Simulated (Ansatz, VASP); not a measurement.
Two plane-wave programs on Bi2Se3

```xyz
5
Lattice="2.0712 1.1958 10.1445 -2.0712 1.1958 10.1445 0.0000 -2.3916 10.1445" Properties=species:S:1:pos:R:3 pbc="T T T"
Bi    0.0000    0.0000   12.0950
Bi    0.0000    0.0000   18.3385
Se    0.0000    0.0000    6.6301
Se    0.0000    0.0000   23.8033
Se    0.0000    0.0000    0.0000
```

Change from the starting cell: uniaxial_z strain +4.0%.

Alike in both runs: task single point; functional PBE; k mesh 8 × 8 × 8; occupations fermi-dirac, width 0.02 eV; no spin polarisation.

|  | VASP | Ansatz |
| --- | --- | --- |
| version | VASP 6.6.1 | Ansatz 0.2.0 |
| potentials or method | VASP PAW PBE potentials, release 64 (Bi_d, Se) | plane waves, PAW |
| plane-wave cutoff (eV) | 520 | 420 |
| valence electrons in the cell | 48 | 78 |

Ansatz gave:

```
pressure (GPa)                                                : 1.4
traceless stress, the component that is largest in VASP (GPa) : -0.33
rms of the force components (eV/Å)                            : 0.062
```

**Question.** Estimate VASP's values.

**Answer.** Pressure (GPa): 1.4; traceless stress, the component that is largest in VASP (GPa): -0.33; rms of the force components (eV/Å): 0.067.

Atom by atom the forces differ by 0.005 eV/Å (rms over components). The functional is the same, so the differences come from potentials, cutoffs and numerics. VASP's potentials hold 48 valence electrons a cell and Ansatz's 78, so a difference there can come from the potentials and not from the codes.

Neither program's run includes spin-orbit coupling.
